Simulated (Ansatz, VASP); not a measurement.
# Al3Cu2: VASP beside Ansatz

File POSCAR:

```
Al3Cu2
1.0
    3.9377393120      0.0000000000      0.0000000000
   -1.9688696560      3.4101822776      0.0000000000
    0.0000000000      0.0000000000      4.7902669367
Al Cu
3 2
Direct
    0.0000000000      0.0000000000      0.0000000000
    0.3333333333      0.6666666667      0.3501725384
    0.6666666667      0.3333333333      0.6498274616
    0.3333333333      0.6666666667      0.8401683181
    0.6666666667      0.3333333333      0.1598316819
```

INCAR.step1

```
SYSTEM = Al3Cu2
ALGO = Normal ; EDIFF = 1E-4
ENCUT = 520 ; GGA = PE
ISMEAR = 0 ; LASPH = .True.
LCHARG = .False. ; LREAL = .False.
LWAVE = .True. ; NBANDS = 24
NELM = 100 ; PREC = Accurate
SIGMA = 0.15
```

INCAR.step2

```
SYSTEM = Al3Cu2
ALGO = Normal ; EDIFF = 1E-6
ENCUT = 520 ; ISIF = 2
ISMEAR = 0 ; ISTART = 1
LASPH = .True. ; LCHARG = .False.
LMIXTAU = .True. ; LREAL = .False.
LWAVE = .False. ; METAGGA = R2SCAN
NBANDS = 24 ; NELM = 100
PREC = Accurate ; SIGMA = 0.15
```

Contents of KPOINTS:

```
k-points
0
Gamma
  12 12 10
  0 0 0
```

Input for Ansatz:

```yaml
crystal:
  lattice:
    - [3.937739312, 0.0, 0.0]
    - [-1.968869656, 3.4101822776, 0.0]
    - [0.0, 0.0, 4.7902669367]
  atoms:
    - { symbol: Al, position: [0.0, 0.0, 0.0] }
    - { symbol: Al, position: [0.3333333333, 0.6666666667, 0.3501725384] }
    - { symbol: Al, position: [0.6666666667, 0.3333333333, 0.6498274616] }
    - { symbol: Cu, position: [0.3333333333, 0.6666666667, 0.8401683181] }
    - { symbol: Cu, position: [0.6666666667, 0.3333333333, 0.1598316819] }
basis:
  ecutwfc: 500
kpoints:
  mp_grid: { grid: [12, 12, 10] }
hamiltonian:
  xc: r2scan
scf:
  occupations: { method: gaussian, width: 0.15 }
output:
  forces: true
  stress: true
  eigenvalues: true
```

Change from the starting cell: strain -0.040 along x and y, -0.040 along z, atoms carried along.

Alike in both runs: task single point; functional r2SCAN; k mesh 12 × 12 × 10; occupations gaussian, width 0.15 eV; no spin polarisation.

|  | VASP | Ansatz |
| --- | --- | --- |
| version | VASP 6.6.1 | Ansatz 0.2.0 |
| potentials or method | VASP PAW PBE potentials, release 64 (Al, Cu), cutoff 520 eV | scalar-relativistic, plane waves, PAW |
| valence electrons in the cell | 31 | 47 |

|  | VASP | Ansatz | Ansatz less VASP |
| --- | --- | --- | --- |
| gap on the k mesh at the Fermi level (eV) | none | none | - |
| pressure (GPa) | 18.7 | 18.9 | +0.22 |
| traceless stress, the component that is largest in VASP (GPa) | 0.64 | 0.61 | -0.027 |
| rms of the force components (eV/Å) | 0.046 | 0.047 | +0.0010 |

VASP's potentials were made for PBE, not for r2SCAN. Atom by atom the forces differ by 0.003 eV/Å (rms over components). A gap of «none» marks a metal or a gap that the smearing closes. With one functional, cell and mesh, what is left measures potentials, basis and numerics. VASP's potentials hold 31 valence electrons a cell and Ansatz's 47, so a difference there can come from the potentials and not from the codes.
